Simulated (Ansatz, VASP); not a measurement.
**Two plane-wave programs on NiO**

File INCAR:

```
SYSTEM = NiO
  PREC = Accurate
  ENCUT = 1340
  EDIFF = 1E-6
  ISMEAR = 0
  SIGMA = 0.05
  LREAL = .False.
  LASPH = .True.
  NELM = 200
  ALGO = Normal
  ISIF = 2
  LWAVE = .False.
  LCHARG = .True.
  ISPIN = 2
  MAGMOM = 1.91 0
  LORBIT = 11
  LMAXMIX = 4
  LDAU = .True.
  LDAUTYPE = 2
  LDAUL = 2 -1
  LDAUU = 6.2 0
  LDAUJ = 0 0
  LDAUPRINT = 1
  GGA = PE
  LELF = .True.
  LVHAR = .True.
  NBANDS = 23
  GGA_COMPAT = .False.
```

The input KPOINTS:

```
Automatic mesh
0
Gamma
  8 8 8
  0 0 0
```

POSCAR

```
NiO
1.0
    0.0000000000      2.1338354365      2.1338354365
    2.1338354365      0.0000000000      2.1338354365
    2.1338354365      2.1338354365      0.0000000000
Ni O
1 1
Direct
    0.0000000000      0.0000000000      0.0000000000
    0.5000000000      0.5000000000      0.5000000000
```

Input for Ansatz:

```yaml
crystal:
  lattice:
    - [0.0, 2.1338354365, 2.1338354365]
    - [2.1338354365, 0.0, 2.1338354365]
    - [2.1338354365, 2.1338354365, 0.0]
  atoms:
    - { symbol: Ni, position: [0.0, 0.0, 0.0], spin: 1.91 }
    - { symbol: O, position: [0.5, 0.5, 0.5] }
basis:
  ecutwfc: 420
  ecutrho_ratio: 4
kpoints:
  mp_grid: { grid: [8, 8, 8] }
hamiltonian:
  xc: pbe
  hubbard: { sites: [{ species: Ni, l: d, u_eff: 6.2 }] }
scf:
  occupations: { method: gaussian, width: 0.05 }
  lower_state_search: "off"
output:
  forces: true
  stress: true
  eigenvalues: true
  populations: true
  hubbard: { sites: [{ species: Ni, l: d }] }
magnetization:
  spin_polarized: true
checkpoint:
  read: start.run
  write: ck
  compress: false
  write_wavefunctions: false
  write_every: 100000
```

Alike in both runs: task single point; functional PBE; k mesh 8 × 8 × 8; occupations gaussian, width 0.05 eV; collinear spin; Hubbard terms Ni d U = 6.2 eV.

|  | VASP | Ansatz |
| --- | --- | --- |
| version | VASP 6.6.1 | Ansatz 0.2.0 |
| potentials or method | VASP PAW PBE potentials, release 64 (Ni_sv_GW, O_h), cutoff 1340 eV | scalar-relativistic, plane waves, PAW |
| valence electrons in the cell | 24 | 24 |

Ansatz gave:

* gap on the k mesh at the Fermi level (eV): 1.94
* least direct gap on the mesh (eV): 3.06
* pressure (GPa): 0.0
* net moment per atom (μB): 1.00
* size of the moment on the site where the two differ most (μB): 0.19

Q: Which values does VASP return?

A: gap on the k mesh at the Fermi level (eV): 2.00; least direct gap on the mesh (eV): 3.17; pressure (GPa): -1.8; net moment per atom (μB): 1.00; size of the moment on the site where the two differ most (μB): 0.13.

Site moments also hang on the region over which each program counts them. The programs project onto different local orbitals, so the same U acts differently, and such runs can settle in different states. Ansatz's warnings: stability check not made.
